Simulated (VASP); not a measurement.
Input of a VASP 6.6.1 run:

The input INCAR:

```
  PREC = Accurate
  ENCUT = 520
  EDIFF = 1E-6
  ISMEAR = 0
  SIGMA = 0.1
  LREAL = F
  LASPH = T
  NELM = 100
  ALGO = Normal
  ISIF = 2
  LWAVE = F
  LCHARG = F
  LDIPOL = T
  IDIPOL = 3
  DIPOL = 0.5 0.5 0.337
  GGA = CA
  NBANDS = 44
```

File KPOINTS:

```
Automatic mesh
0
Gamma
  6 6 1
```

File POSCAR:

```
Ta3H
1.0
    4.6002247492      0.0000000000      0.0000000000
   -2.3001123746      3.9839114959      0.0000000000
    0.0000000000      0.0000000000     22.4017722044
Ta H
6 2
Direct
    0.6666666667      0.3333333333      0.1785573018
    0.3333333333      0.6666666667      0.2204743848
    0.0000000000      0.0000000000      0.2623914678
    0.6666666667      0.3333333333      0.3016814391
    0.3333333333      0.6666666667      0.3385386112
    0.0000000000      0.0000000000      0.3750494438
    0.2518155770      0.6666666667      0.5089674201
    0.4148510896      0.6666666667      0.5089674201
```

Potentials or basis: VASP PAW LDA potentials, release 64 (Ta_pv, H).

Launch:

```console
$ cat potpaw_LDA.64/Ta_pv/POTCAR potpaw_LDA.64/H/POTCAR > POTCAR
$ mpirun -np 1 vasp_std > vasp.out
```

Predict the largest force.

2.059 eV/Å.

Forces in eV/Å, atoms in the order of the input:
```
Ta   0.000  0.002  2.059
Ta   0.000  0.000 -0.257
Ta   0.000 -0.002 -2.015
Ta   0.000  0.002  0.066
Ta   0.000  0.004  0.041
Ta   0.000  0.002  0.102
H   -0.627 -0.004  0.002
H    0.627 -0.004  0.002
```
